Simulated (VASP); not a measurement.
# Te2Mo: single point with r2SCAN

The system is Te2Mo, a slab with vacuum.

```
Te Mo
1.0
     3.56023    0.00000    0.00000
    -1.78012    3.08325    0.00000
     0.00000    0.00000   17.52406
Te Mo
2 1
Direct
  0.33333 0.66667 0.89786
  0.33333 0.66667 0.10214
  0.00000 0.00000 0.98859
```

This cell differs from its parent crystal: all Mo atoms moved -0.200 Å, as atom 3 along Cartesian [0 0 1].

* Program: VASP 6.6.1
* Task: single point
* Functional: r2SCAN
* Potentials or basis: VASP PAW PBE potentials, release 64 (Te, Mo_sv)
* Cutoff: 520 eV
* k mesh: 9 × 9 × 2
* Occupations: gaussian, width 0.05 eV
* Spin: no spin polarisation

| Quantity | Value |
| --- | --- |
| Largest force | 4.391 eV/Å |
| Band gap on the k mesh | 0.97 eV (least direct gap 1.16 eV) |

Forces in eV/Å, atoms in the order of the input:
```
Te   0.000  0.000 -2.780
Te   0.000  0.000 -1.611
Mo   0.000  0.000  4.391
```

Levels at points of the mesh, in eV from the valence-band top:
| k point | band 9 | band 10 | band 11 | band 12 | band 13 | band 14 | band 15 | band 16 | band 17 | band 18 |
| --- | --- | --- | --- | --- | --- | --- | --- | --- | --- | --- |
| (0.00, 0.00, 0.00) | -2.16 | -2.08 | -0.90 | -0.90 | 0.00 | 2.81 | 2.81 | 3.93 | 3.93 | 4.65 |
| (0.00, 0.00, 0.50) | -2.16 | -2.08 | -0.90 | -0.90 | 0.00 | 2.81 | 2.81 | 3.93 | 3.93 | 4.73 |

It took 18 min on 1 thread of Intel Xeon 8259CL, with other jobs on the host, peak memory 0.42 GiB.

Caveat: the cell differs from its parent crystal (all Mo atoms moved -0.200 Å, as atom 3 along Cartesian [0 0 1]); the PAW data sets were made with another functional, which shifts forces and pressure a little; spin-orbit coupling is left out, which moves the levels of the heavy elements.
